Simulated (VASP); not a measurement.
# HgTe (Coloradoite): single point with r2SCAN

Crystal: HgTe (Coloradoite).

```
Hg Te
1.0
     0.00000    3.28920    3.28920
     3.28920    0.00000    3.28920
     3.28920    3.28920    0.00000
Hg Te
1 1
Direct
  0.00000 0.00000 0.00000
  0.25000 0.25000 0.25000
```

```yaml
Program: VASP 6.6.1
Task: single point
Functional: r2SCAN
Potentials_or_basis: VASP PAW PBE potentials, release 64 (Hg, Te)
Cutoff: 520 eV
k_mesh: 6 × 6 × 6
Occupations: fermi-dirac, width 0.02 eV
Spin: no spin polarisation
```

| Quantity | Value |
| --- | --- |
| Pressure | 0.0 GPa |
| Band gap on the k mesh | zero (filled and empty bands touch) |

Levels at points of the mesh, in eV from the Fermi level:
```
           k point  band 5  band 6  band 7  band 8  band 9  band 10  band 11  band 12  band 13  band 14
(0.00, 0.00, 0.00)   -6.85   -6.85   -0.57   -0.01   -0.01    -0.01     4.65     4.65     4.65     6.79
(0.50, 0.00, 0.00)   -6.83   -6.56   -5.31   -0.93   -0.93     0.93     5.41     5.41     7.13     8.22
(0.50, 0.50, 0.00)   -6.79   -6.42   -5.31   -2.14   -2.14     2.08     2.85     8.49     9.21     9.21
```

Run time: 43 s on 1 thread of Intel(R) Xeon(R) Platinum 8488C (Sapphire Rapids), on a shared host, peak memory 0.21 GiB.

Caveat: the PAW data sets were made with another functional, which shifts forces and pressure a little; spin-orbit coupling is left out, which moves the levels of the heavy elements.
